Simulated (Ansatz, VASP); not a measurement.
## BeS in VASP and in Ansatz

```
Be S
1.0
     0.00000    2.39803    2.39803
     2.39803    0.00000    2.39803
     2.39803    2.39803    0.00000
Be S
1 1
Direct
  0.00000 0.00000 0.00000
  0.25000 0.25000 0.25000
```

Alike in both runs: functional LDA; k mesh 8 × 8 × 8; occupations gaussian, width 0.02 eV; no spin polarisation.

Ansatz relaxed the structure, and its values are those at the end. VASP's run is a single point on that final structure, the one shown.

|  | VASP | Ansatz |
| --- | --- | --- |
| version | VASP 6.6.1 | Ansatz 0.2.0 |
| potentials or method | VASP PAW LDA potentials, release 64 (Be, S), cutoff 600 eV | scalar-relativistic, plane waves, PAW |
| valence electrons in the cell | 8 | 8 |

VASP gave:

* gap on the k mesh at the Fermi level (eV): 2.83
* least direct gap on the mesh (eV): 5.53
* pressure (GPa): 0.1

Problem. Which values does Ansatz return?

Solution. gap on the k mesh at the Fermi level (eV): 2.83; least direct gap on the mesh (eV): 5.50; pressure (GPa): 0.0.

Ansatz warns that its potentials were made for another functional, while VASP's fit it. LDA's correlation is that of Perdew and Zunger in VASP and of Perdew and Wang (1992) in Ansatz.
